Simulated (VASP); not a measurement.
Write the native input for VASP 6.6.1 that does the following.

```
Task                   : single point
Functional             : LDA
Potentials or basis    : VASP PAW LDA potentials, release 64 (Ir, Rh_pv)
Cutoff                 : 520 eV
k mesh                 : 5 × 5 × 5
Occupations            : methfessel-paxton, width 0.1 eV
Spin                   : no spin polarisation
Dipole correction      : no
Further INCAR settings : ALGO = Normal; EDIFF = 1e-06; NBANDS = 29
```

The structure of Ir3Rh lies in POSCAR:

```
Ir3Rh
1.0
    3.7963979920      0.0000000000      0.0000000000
    0.0000000000      3.7963979920      0.0000000000
    0.0000000000      0.0000000000      3.7963979920
Ir Rh
3 1
Direct
    0.5000000000      0.0000000000      0.5000000000
    0.0000000000      0.5000000000      0.5000000000
    0.5000000000      0.5000000000      0.0000000000
    0.0000000000      0.0000000000      0.0000000000
```

The input as run:

INCAR

```
PREC = Accurate ; ENCUT = 520
EDIFF = 1E-6 ; ISMEAR = 1
SIGMA = 0.1 ; LREAL = False
LASPH = True ; NELM = 80
ALGO = Normal ; ISIF = 2
LWAVE = False ; LCHARG = False
NBANDS = 29
```

KPOINTS

```
regular mesh
0
Gamma
  5 5 5
```

Potentials or basis: VASP PAW LDA potentials, release 64 (Ir, Rh_pv).

Command:

```console
$ cat potpaw_LDA.64/Ir/POTCAR potpaw_LDA.64/Rh_pv/POTCAR > POTCAR
$ mpirun -np 1 vasp_std > vasp.out
```

Results of the run:

```
Pressure               : 2.1 GPa
Band gap on the k mesh : zero (band 21 reaches 12.24 eV, above the bottom of band 22 at 10.22 eV)
```

Caveat: spin-orbit coupling is left out, which moves the levels of the heavy elements.

Run time: 8.7 s on 1 thread of Intel(R) Xeon(R) Platinum 8559C (Emerald Rapids) (shared host), peak memory 0.14 GiB.
